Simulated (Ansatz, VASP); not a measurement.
## SiP: VASP beside Ansatz

```
Si P
1.0
     6.22328   -0.01067   -0.07155
    -0.01067    5.91635   -0.11527
    -0.07155   -0.11527    5.85397
Si P
8 8
Direct
  0.73494 0.20975 0.40986
  0.12178 0.43928 0.44976
  0.35698 0.96743 0.03589
  0.36457 0.77623 0.40588
  0.91805 0.21696 0.95144
  0.09600 0.55047 0.92109
  0.96361 0.74978 0.33250
  0.21448 0.07258 0.66873
  0.84960 0.77437 0.71398
  0.64845 0.47412 0.83131
  0.09635 0.08455 0.25474
  0.69483 0.97551 0.12682
  0.38420 0.70433 0.78330
  0.56019 0.14970 0.71307
  0.36816 0.37129 0.16330
  0.64835 0.54815 0.24805
```

Alike in both runs: task single point; functional PBE; k mesh 4 × 4 × 4; occupations fermi-dirac, width 0.1594 eV; no spin polarisation.

```csv
,VASP,Ansatz
version,VASP 6.6.1,Ansatz 0.2.0
potentials or method,"VASP PAW PBE potentials, release 64 (Si, P), cutoff 520 eV","scalar-relativistic, plane waves, PAW"
valence electrons in the cell,72,72
```

VASP gave:

```
gap on the k mesh at the Fermi level (eV) : none
rms of the force components (eV/Å)        : 0.860
```

Task: What did Ansatz give for the same quantities?

Result: gap on the k mesh at the Fermi level (eV): none; rms of the force components (eV/Å): 0.871.

Atom by atom the forces differ by 0.017 eV/Å (rms over components). A gap of «none» marks a metal or a gap that the smearing closes.
